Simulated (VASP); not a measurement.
# Pb (Fm-3m) in VASP: notebook

The runs below take Pb through single point, relaxation of cell and atoms, with PBE, PBE+D4, BLYP+D4.

Program: VASP 6.6.1. These are calculated values, not measurements. Logs are shortened: lines on timing, memory, paths and dates and some standing lists are left out, and cuts for length are marked.

### 1 The cell of the first run

The structure is cubic, space group Fm-3m (No. 225). Conventional cell: a = 4.950 Å, b = 4.950 Å, c = 4.950 Å, α = 90.00°, β = 90.00°, γ = 90.00°. Within 4.6 Å of Pb (site symmetry m-3m) lie 12 Pb at 3.50 Å.

### 2 Single point, PBE

The input, INCAR:

```
  PREC = Accurate
  ENCUT = 520
  EDIFF = 1E-6
  ISMEAR = 0
  SIGMA = 0.013000000000000001
  LREAL = F
  LASPH = T
  NELM = 100
  ALGO = Normal
  ISIF = 2
  LWAVE = F
  LCHARG = F
  GGA = PE
  NBANDS = 13
```

The input, KPOINTS:

```
regular mesh
0
Gamma
  9 9 9
```

The input, POSCAR:

```
Pb
1.0
    0.0000000000      2.4750200000      2.4750200000
    2.4750200000      0.0000000000      2.4750200000
    2.4750200000      2.4750200000      0.0000000000
Pb
1
Direct
    0.0000000000      0.0000000000      0.0000000000
```

Potentials or basis: VASP PAW PBE potentials, release 64 (Pb_d).

Started as:

```console
$ cat potpaw_PBE.64/Pb_d/POTCAR > POTCAR
$ mpirun -np 1 vasp_std > vasp.out
```

OUTCAR:

```text
PREC = Accurate
   ENCUT = 520
   EDIFF = 1E-6
   ISMEAR = 0
   LREAL = F
   LASPH = T
   NELM = 100
   ISIF = 2
   GGA = PE

 ion  position               nearest neighbor table
   1  0.000  0.000  0.000-

  LATTYP: Found a face centered cubic cell.
 ALAT       =     4.9500400000

  Lattice vectors:

 A1 = (   0.0000000000,   2.4750200000,   2.4750200000)
 A2 = (   2.4750200000,   0.0000000000,   2.4750200000)
 A3 = (   2.4750200000,   2.4750200000,   0.0000000000)

Analysis of symmetry for initial positions (statically):
[... 5 lines left out ...]
 face centered cubic supercell.

 Subroutine GETGRP returns: Found 48 space group operations
 (whereof 48 operations were pure point group operations)
 out of a pool of 48 trial point group operations.

The static configuration has the point symmetry O_h .

Analysis of symmetry for dynamics (positions and initial velocities):
[... 5 lines left out ...]
 face centered cubic supercell.

 Subroutine GETGRP returns: Found 48 space group operations
 (whereof 48 operations were pure point group operations)
 out of a pool of 48 trial point group operations.

The dynamic configuration has the point symmetry O_h .

 Subroutine INISYM returns: Found 48 space group operations
 (whereof 48 operations are pure point group operations),
 and found     1 'primitive' translations

----------------------------------------------------------------------------------------

                                     Primitive cell

  volume of cell :      30.3226

  direct lattice vectors                    reciprocal lattice vectors
     0.000000000  2.475020000  2.475020000    -0.202018570  0.202018570  0.202018570
     2.475020000  0.000000000  2.475020000     0.202018570 -0.202018570  0.202018570
     2.475020000  2.475020000  0.000000000     0.202018570  0.202018570 -0.202018570

  length of vectors
     3.500206851  3.500206851  3.500206851     0.349906427  0.349906427  0.349906427

  position of ions in fractional coordinates (direct lattice)
     0.000000000  0.000000000  0.000000000

  ion indices of the primitive-cell ions
   primitive index   ion index
                 1           1

----------------------------------------------------------------------------------------

 KPOINTS: regular mesh

Automatic generation of k-mesh.
 Grid dimensions read from file:
 generate k-points for:    9    9    9

 Generating k-lattice:

  Cartesian coordinates                     Fractional coordinates (reciprocal lattice)
    -0.022446508  0.022446508  0.022446508     0.111111111  0.000000000  0.000000000
     0.022446508 -0.022446508  0.022446508     0.000000000  0.111111111  0.000000000
     0.022446508  0.022446508 -0.022446508     0.000000000  0.000000000  0.111111111

  Length of vectors
     0.038878492  0.038878492  0.038878492

  Shift w.r.t. Gamma in fractional coordinates (k-lattice)
     0.000000000  0.000000000  0.000000000

 Subroutine IBZKPT returns following result:
 ===========================================

 Found     35 irreducible k-points:

 Following reciprocal coordinates:
            Coordinates               Weight
  0.000000  0.000000  0.000000      1.000000
  0.111111  0.000000  0.000000      8.000000
  0.222222  0.000000  0.000000      8.000000
  0.333333  0.000000  0.000000      8.000000
  0.444444  0.000000  0.000000      8.000000
  0.111111  0.111111  0.000000      6.000000
[... 16 lines left out ...]
 -0.333333  0.333333  0.000000     12.000000
  0.444444  0.444444  0.000000      6.000000
 [... further k-points ...]
   k-points           NKPTS =     35   k-points in BZ     NKDIM =     35   number of bands    NBANDS=     13
   number of dos      NEDOS =    301   number of ions     NIONS =      1
   total plane-waves  NPLWV =  21952
   dimension x,y,z NGX =    28 NGY =   28 NGZ =   28
   dimension x,y,z NGXF=    56 NGYF=   56 NGZF=   56
   ions per type =               1
   NGX,Y,Z   is equivalent  to a cutoff of  13.30, 13.30, 13.30 a.u.
   NGXF,Y,Z  is equivalent  to a cutoff of  26.60, 26.60, 26.60 a.u.
 SYSTEM =  unknown system
   PREC   = accura    normal or accurate (medium, high low for compatibility)
   ISTART =      0    job   : 0-new  1-cont  2-samecut
   ICHARG =      2    charge: 1-file 2-atom 10-const
   ISPIN  =      1    spin polarized calculation?
   LNONCOLLINEAR =      F non collinear calculations
   LSORBIT =      F    spin-orbit coupling
   LASPH  =      T    aspherical Exc in radial PAW
   ENCUT  =  520.0 eV  38.22 Ry    6.18 a.u.   6.51  6.51  6.51*2*pi/ulx,y,z
   NELM   =    100;   NELMIN=  2; NELMDL= -5     # of ELM steps
   EDIFF  = 0.1E-05   stopping-criterion for ELM
   LREAL  =      F    real-space projection
   EDIFFG = 0.1E-04   stopping-criterion for IOM
   NSW    =      0    number of steps for IOM
   IBRION =     -1    ionic relax: 0-MD 1-quasi-New 2-CG
   NFREE  =      0    steps in history (QN), initial steepest desc. (CG)
   ISIF   =      2    stress and relaxation
   ISYM   =      2    0-nonsym 1-usesym 2-fastsym
   POTIM  = 0.5000    time-step for ionic-motion
   TEBEG  =    0.0;   TEEND  =   0.0 temperature during run
   PSTRESS=    0.0 pullay stress
   NELECT =      14.0000    total number of electrons
   NUPDOWN=      -1.0000    fix difference up-down
   EMIN   =  10.00;   EMAX   =-10.00  energy-range for DOS
   EFERMI =   0.00;   METHOD = LEGACY
   ISMEAR =     0;   SIGMA  =   0.01  broadening in eV -4-tet -1-fermi 0-gaus
   EFERMI_NEDOS =   21; number of points for ismear=-14 and -15
   IALGO  =     38    algorithm
   IMIX   =      4    mixing-type and parameters
     AMIX     =   0.40;   BMIX     =  1.00
     AMIX_MAG =   1.60;   BMIX_MAG =  1.00
  volume/ion in A,a.u.               =      30.32       204.63
  Fermi-wavevector in a.u.,A,eV,Ry     =   1.265306  2.391081 21.782907  1.600999
  Thomas-Fermi vector in A             =   2.398566
   LORBIT       =      0    0 simple, 1 ext, 2 COOP (PROOUT), +10 PAW based schemes
   GGA     = PE    functional components
   LHFCALC =     F    Hartree Fock is set to
   AEXX    =    0.0000 exact exchange contribution
   IVDW    =     0    specifies the selected vdW correction
   LEPSILON=     F    determine dielectric tensor
   LRPA    =     F    only Hartree local field effects (RPA)
 non-spin polarized calculation
 Gauss-broadening in eV      SIGMA  =   0.01
  energy-cutoff  :      520.00
  volume of cell :       30.32
 maximum number of plane-waves:       869
 NGX is ok and might be reduce to    28
   NGX = 13   NGY = 13   NGZ = 13

 number of electron      13.9999999 magnetization

 Free energy of the ion-electron system (eV)
  ---------------------------------------------------
  ext. energy  EPLUGINS =         0.00000000
  ---------------------------------------------------
  free energy    TOTEN  =        -3.56810424 eV

  energy without entropy =       -3.56786409  energy(sigma->0) =       -3.56798416

 E-fermi :   7.1454     XC(G=0): -10.1860

 val. band max:        6.9152789987   @ k =  -0.3333   0.3333   0.1111
 cond. band min:       7.1463347823   @ k =  -0.2222   0.3333   0.1111
 fundamental gap:      0.2310557836
 Fermi energy:         7.1453729509

 k-point     1 :       0.0000    0.0000    0.0000
  band No.  band energies     occupation
      1      -9.7946      2.00000
      2      -9.7946      2.00000
      3      -9.7946      2.00000
      4      -9.6545      2.00000
      5      -9.6545      2.00000
      6      -4.4738      2.00000
      7      14.6989      0.00000
      8      14.6989      0.00000
      9      14.6989      0.00000
     10      17.0446      0.00000
     11      18.6199      0.00000
     12      19.7651      0.00000
     13      19.7651      0.00000

 k-point     2 :       0.1111    0.0000    0.0000
  band No.  band energies     occupation
      1      -9.7952      2.00000
      2      -9.7782      2.00000
      3      -9.7782      2.00000
      4      -9.6545      2.00000
      5      -9.6545      2.00000
      6      -4.2360      2.00000
      7      12.3296      0.00000
      8      14.4167      0.00000
      9      14.4167      0.00000
     10      16.6520      0.00000
     11      19.5951      0.00000
     12      20.2688      0.00000
     13      20.2688      0.00000

 k-point     3 :       0.2222    0.0000    0.0000
  band No.  band energies     occupation
      1      -9.8003      2.00000
      2      -9.7587      2.00000
      3      -9.7587      2.00000
      4      -9.6319      2.00000
      5      -9.6319      2.00000
      6      -3.5244      2.00000
      7       8.8628      0.00000
      8      13.8173      0.00000
      9      13.8173      0.00000
     10      16.3081      0.00000
     11      19.1405      0.00000
     12      19.8939      0.00000
     13      19.8939      0.00000

 k-point     4 :       0.3333    0.0000    0.0000
  band No.  band energies     occupation
      1      -9.8117      2.00000
      2      -9.7682      2.00000
      3      -9.7682      2.00000
      4      -9.5731      2.00000
      5      -9.5731      2.00000
      6      -2.3829      2.00000
      7       5.7473      2.00000
      8      13.2446      0.00000
      9      13.2446      0.00000
     10      16.2137      0.00000
     11      17.8420      0.00000
     12      18.9979      0.00000
     13      18.9979      0.00000

 k-point     5 :       0.4444    0.0000    0.0000
  band No.  band energies     occupation
      1      -9.8218      2.00000
      2      -9.7815      2.00000
      3      -9.7815      2.00000
      4      -9.5267      2.00000
      5      -9.5267      2.00000
      6      -1.1187      2.00000
      7       3.4731      2.00000
      8      12.9063      0.00000
      9      12.9063      0.00000
     10      16.3942      0.00000
     11      16.9611      0.00000
     12      18.5419      0.00000
     13      18.5419      0.00000

 k-point     6 :       0.1111    0.1111    0.0000
  band No.  band energies     occupation
      1      -9.8138      2.00000
      2      -9.7605      2.00000
      3      -9.7605      2.00000
      4      -9.6748      2.00000
      5      -9.6401      2.00000
      6      -4.1569      2.00000
      7      13.0133      0.00000
      8      13.5210      0.00000
      9      13.5210      0.00000
     10      16.1963      0.00000
     11      18.8011      0.00000
     12      20.9787      0.00000
     13      21.1749      0.00000

 k-point     7 :       0.2222    0.1111    0.0000
  band No.  band energies     occupation
      1      -9.8227      2.00000
      2      -9.7365      2.00000
      3      -9.7303      2.00000
      4      -9.6808      2.00000
      5      -9.6160      2.00000
      6      -3.6030      2.00000
      7      10.0411      0.00000
      8      12.6944      0.00000
      9      13.1885      0.00000
     10      16.3541      0.00000
     11      17.5577      0.00000
     12      20.4945      0.00000
     13      21.6493      0.00000
[... 193 lines left out ...]
 k-point    20 :       0.3333    0.3333    0.0000
  band No.  band energies     occupation
      1      -9.9173      2.00000
      2      -9.8079      2.00000
      3      -9.5670      2.00000
      4      -9.5670      2.00000
      5      -9.5620      2.00000
      6      -1.6788      2.00000
      7       7.2558      0.00000
      8      10.2112      0.00000
      9      10.2112      0.00000
     10      13.5977      0.00000
     11      14.3452      0.00000
     12      25.2885      0.00000
     13      25.4167      0.00000

 k-point    21 :       0.4444    0.3333    0.0000
  band No.  band energies     occupation
      1      -9.9170      2.00000
      2      -9.8246      2.00000
      3      -9.5767      2.00000
      4      -9.5436      2.00000
      5      -9.5115      2.00000
      6      -0.6545      2.00000
      7       5.7194      2.00000
      8       8.7007      0.00000
      9       9.9064      0.00000
     10      13.5229      0.00000
     11      15.3159      0.00000
     12      24.2784      0.00000
     13      24.5488      0.00000

 k-point    22 :      -0.4444    0.3333    0.0000
  band No.  band energies     occupation
      1      -9.8859      2.00000
      2      -9.7840      2.00000
      3      -9.5947      2.00000
      4      -9.5741      2.00000
      5      -9.5140      2.00000
      6       0.2594      2.00000
      7       4.8449      2.00000
      8       6.8336      2.00000
      9      10.1594      0.00000
     10      13.7026      0.00000
     11      17.9154      0.00000
     12      23.3978      0.00000
     13      23.5267      0.00000

 k-point    23 :      -0.3333    0.3333    0.0000
  band No.  band energies     occupation
      1      -9.8495      2.00000
      2      -9.6917      2.00000
      3      -9.6449      2.00000
      4      -9.6224      2.00000
      5      -9.5582      2.00000
      6       0.1130      2.00000
      7       5.4671      2.00000
      8       5.7369      2.00000
      9      10.9410      0.00000
     10      14.1950      0.00000
     11      21.0316      0.00000
     12      22.6564      0.00000
     13      22.6781      0.00000

 k-point    24 :       0.4444    0.4444    0.0000
  band No.  band energies     occupation
      1      -9.9529      2.00000
      2      -9.8611      2.00000
      3      -9.5347      2.00000
      4      -9.4959      2.00000
      5      -9.4959      2.00000
      6       0.1218      2.00000
      7       4.5682      2.00000
      8       9.4311      0.00000
      9       9.4311      0.00000
     10      12.7575      0.00000
     11      13.9743      0.00000
     12      25.5436      0.00000
     13      27.2385      0.00000

 [... further k-points ...]
[... 5 lines left out ...]
  --------------------------------------------------------------------------------------
  -------------------------------------------------------------------------------------
  Total        0.4136325      0.4136325      0.4136325     -0.0000000     -0.0000000      0.0000000
  in kB       21.8554157     21.8554157     21.8554157     -0.0000000     -0.0000000      0.0000000
  external PRESSURE =      21.8554157 kB  Pullay stress =       0.0000000 kB

 VOLUME and BASIS-vectors are now :
 -----------------------------------------------------------------------------
  energy-cutoff  :      520.00
  volume of cell :       30.32
      direct lattice vectors                 reciprocal lattice vectors
     0.000000000  2.475020000  2.475020000    -0.202018570  0.202018570  0.202018570
     2.475020000  0.000000000  2.475020000     0.202018570 -0.202018570  0.202018570
     2.475020000  2.475020000  0.000000000     0.202018570  0.202018570 -0.202018570

 POSITION                                       TOTAL-FORCE (eV/Angst)
 -----------------------------------------------------------------------------------
      0.00000      0.00000      0.00000         0.000000      0.000000      0.000000
 -----------------------------------------------------------------------------------
    total drift:                               -0.000000     -0.000000     -0.000000

  FREE ENERGIE OF THE ION-ELECTRON SYSTEM (eV)
  ---------------------------------------------------
  free  energy   TOTEN  =        -3.5681042352 eV

  energy  without entropy=       -3.5678640895  energy(sigma->0) =       -3.56798416
```

Run time: 23 s. Hardware: 1 thread of AMD EPYC, shared host; peak memory 0.13 GiB.

Results:

| Property | Result |
| --- | --- |
| Free energy | -3.5681 eV |
| Pressure | 2.2 GPa |
| Band gap on the k mesh | zero (band 7 reaches 14.70 eV, above the bottom of band 8 at 5.74 eV) |

Levels at points of the mesh, in eV from the Fermi level:
```csv
k point,band 5,band 6,band 7,band 8,band 9,band 10
"(0.00, 0.00, 0.00)",-16.80,-11.62,7.55,7.55,7.55,9.90
```

Caveat: spin-orbit coupling is left out, which moves the levels of the heavy elements.

### 3 Single point, PBE

The input, INCAR:

```
SYSTEM = Pb
  PREC = Accurate
  ENCUT = 520
  EDIFF = 1E-7
  ISMEAR = 0
  SIGMA = 0.011
  LREAL = .False.
  LASPH = .True.
  NELM = 60
  ALGO = Normal
  ISIF = 2
  LWAVE = .False.
  LCHARG = .False.
  GGA = PE
  NBANDS = 13
```

The input, KPOINTS:

```
Automatic mesh
0
Gamma
  9 9 9
  0 0 0
```

POSCAR is that of step 2.

Potentials or basis: VASP PAW PBE potentials, release 64 (Pb_d).

Started as:

```console
$ cat potpaw_PBE.64/Pb_d/POTCAR > POTCAR
$ mpirun -np 1 vasp_std > vasp.out
```

It took 25 s on 1 thread of AMD EPYC, shared host; peak memory 0.12 GiB.

It converged, with:

```
Free energy            : -3.5681 eV
Pressure               : 2.2 GPa
Band gap on the k mesh : zero (band 7 reaches 14.70 eV, above the bottom of band 8 at 5.74 eV)
```

Levels at points of the mesh, in eV from the Fermi level:
```
           k point  band 5  band 6  band 7  band 8  band 9  band 10
(0.00, 0.00, 0.00)  -16.80  -11.62    7.55    7.55    7.55     9.90
```

Caveat: spin-orbit coupling is left out, which moves the levels of the heavy elements.

### 4 Single point, PBE+D4

This run uses another cell than the first one, of 30.39 Å³/atom, 1.002 times its volume.

The input, INCAR:

```
PREC     = Accurate       # precision mode
ENCUT    = 520            # plane-wave cutoff, eV
EDIFF    = 1E-7           # SCF threshold, eV
ISMEAR   = -1             # smearing method
SIGMA    = 0.05           # smearing width, eV
LREAL    = False          # projectors in reciprocal space
LASPH    = True           # aspherical terms in the spheres
NELM     = 60             # most SCF steps
ALGO     = Normal         # electronic algorithm
ISIF     = 2              # what is computed and relaxed
LWAVE    = False          # write WAVECAR
LCHARG   = False          # write CHGCAR
GGA      = PE             # functional
IVDW     = 13             # dispersion correction
NBANDS   = 13             # bands
```

The input, KPOINTS:

```
Automatic mesh
0
Gamma
  9 9 9
```

The input, POSCAR:

```
Pb
1.0
    0.0000000000      2.4768700172      2.4768700172
    2.4768700172      0.0000000000      2.4768700172
    2.4768700172      2.4768700172      0.0000000000
Pb
1
Direct
    0.0000000000      0.0000000000      0.0000000000
```

Started as:

```console
$ cat potpaw_PBE.64/Pb_d/POTCAR > POTCAR
$ mpirun -np 1 vasp_std > vasp.out
```

Run time: 23 s. Hardware: 1 thread of AMD EPYC, shared host; peak memory 0.13 GiB.

The run converged. Its results:

```
Free energy                : -4.0011 eV
Pressure                   : -0.1 GPa
Band gap on the k mesh     : zero (band 7 reaches 14.66 eV, above the bottom of band 8 at 5.72 eV)
Dispersion energy per atom : -0.430 eV
```

Levels at points of the mesh, in eV from the Fermi level:
```tsv
k point	band 5	band 6	band 7	band 8	band 9	band 10
(0.00, 0.00, 0.00)	-16.79	-11.60	7.54	7.54	7.54	9.90
```

Caveat: spin-orbit coupling is left out, which moves the levels of the heavy elements; pairwise dispersion overbinds metals, which lowers pressure and volume.

### 5 Single point, BLYP+D4

This run uses another cell than the first one, of 31.58 Å³/atom, 1.041 times its volume.

The input, INCAR:

```
SYSTEM = Pb
PREC     = Accurate       ! precision mode
ENCUT    = 520            ! plane-wave cutoff, eV
EDIFF    = 1E-6           ! SCF threshold, eV
ISMEAR   = -1             ! smearing method
SIGMA    = 0.05           ! smearing width, eV
LREAL    = .False.        ! projectors in reciprocal space
LASPH    = .True.         ! aspherical terms in the spheres
NELM     = 60             ! most SCF steps
ALGO     = Normal         ! electronic algorithm
ISIF     = 2              ! what is computed and relaxed
LWAVE    = .False.        ! write WAVECAR
LCHARG   = .False.        ! write CHGCAR
GGA      = B5             ! functional
ALDAX    = 1.0          
AGGAX    = 1.0          
AGGAC    = 1.0          
ALDAC    = 0.0          
IVDW     = 13             ! dispersion correction
VDW_S6   = 1.0          
VDW_S8   = 2.34076671   
VDW_A1   = 0.44488865   
VDW_A2   = 4.0933009    
NBANDS   = 13             ! bands
```

The input, KPOINTS:

```
regular mesh
0
Gamma
  9 9 9
  0 0 0
```

The input, POSCAR:

```
Pb
1.0
    0.0000000000      2.5086384960      2.5086384960
    2.5086384960      0.0000000000      2.5086384960
    2.5086384960      2.5086384960      0.0000000000
Pb
1
Direct
    0.0000000000      0.0000000000      0.0000000000
```

Started as:

```console
$ cat potpaw_PBE.64/Pb_d/POTCAR > POTCAR
$ mpirun -np 1 vasp_std > vasp.out
```

It took 34 s on 1 thread of AMD EPYC, shared host; peak memory 0.12 GiB.

It converged, with:

```yaml
Free_energy: -3.6127 eV
Pressure: 0.1 GPa
Band_gap_on_the_k_mesh: zero (band 7 reaches 14.24 eV, above the bottom of band 8 at 5.90 eV)
Dispersion_energy_per_atom: -0.760 eV
```

Levels at points of the mesh, in eV from the Fermi level:
```tsv
k point	band 3	band 4	band 5	band 6	band 7	band 8	band 9	band 10	band 11	band 12
(0.00, 0.00, 0.00)	-16.94	-16.81	-16.81	-11.41	7.03	7.03	7.03	10.14	11.41	12.43
```

Caveat: the PAW data sets were made with another functional, which shifts forces and pressure a little; spin-orbit coupling is left out, which moves the levels of the heavy elements; pairwise dispersion overbinds metals, which lowers pressure and volume.

(Part 1 of 2 ends here.)
